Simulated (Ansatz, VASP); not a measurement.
# One calculation of Mg2Si, two programs

The input POSCAR:

```
Mg2Si
1.0
    0.0000000000      3.2003411002      3.2003411002
    3.2003411002      0.0000000000      3.2003411002
    3.2003411002      3.2003411002      0.0000000000
Si Mg
1 2
Direct
    0.0000000000      0.0000000000      0.0000000000
    0.2500000000      0.2500000000      0.2500000000
    0.7500000000      0.7500000000      0.7500000000
```

The input INCAR.step1:

```
ALGO = Normal
EDIFF = 1E-5
ENCUT = 660
GGA = PE
GGA_COMPAT = F
ISMEAR = 0
LASPH = T
LCHARG = F
LREAL = F
LWAVE = T
NBANDS = 11
NELM = 120
PREC = Accurate
SIGMA = 0.01
```

INCAR.step2

```
ALGO = Normal
EDIFF = 1E-6
ENCUT = 660
GGA_COMPAT = F
ISIF = 2
ISMEAR = 0
ISTART = 1
LASPH = T
LCHARG = F
LMIXTAU = T
LREAL = F
LWAVE = F
METAGGA = R2SCAN
NBANDS = 11
NELM = 120
PREC = Accurate
SIGMA = 0.01
```

File KPOINTS:

```
k-points
0
Gamma
  6 6 6
```

Input for Ansatz:

```yaml
crystal:
  lattice:
    - [0.0, 3.2003411002, 3.2003411002]
    - [3.2003411002, 0.0, 3.2003411002]
    - [3.2003411002, 3.2003411002, 0.0]
  atoms:
    - { symbol: Si, position: [0.0, 0.0, 0.0] }
    - { symbol: Mg, position: [0.25, 0.25, 0.25] }
    - { symbol: Mg, position: [0.75, 0.75, 0.75] }
kpoints:
  mp_grid: { grid: [6, 6, 6] }
hamiltonian:
  xc: r2scan
scf:
  occupations: { method: fixed }
  n_extra_bands: 4
output:
  forces: true
  stress: true
  eigenvalues: true
```

Alike in both runs: task single point; functional r2SCAN; k mesh 6 × 6 × 6; no spin polarisation.

```csv
,VASP,Ansatz
version,VASP 6.6.1,Ansatz 0.2.0
potentials or method,"VASP PAW PBE potentials, release 64 (Si, Mg)","plane waves, PAW"
plane-wave cutoff (eV),660,500
occupations,"gaussian, width 0.01 eV",fixed
valence electrons in the cell,8,24
```

VASP gave:

| Property | Result |
| --- | --- |
| gap on the k mesh at the Fermi level (eV) | 0.48 |
| pressure (GPa) | -1.9 |

Problem. Which values does Ansatz return?

Solution. gap on the k mesh at the Fermi level (eV): 0.47; pressure (GPa): -1.6.

VASP's potentials were made for PBE, not for r2SCAN. VASP's potentials hold 8 valence electrons a cell and Ansatz's 24, so a difference there can come from the potentials and not from the codes.
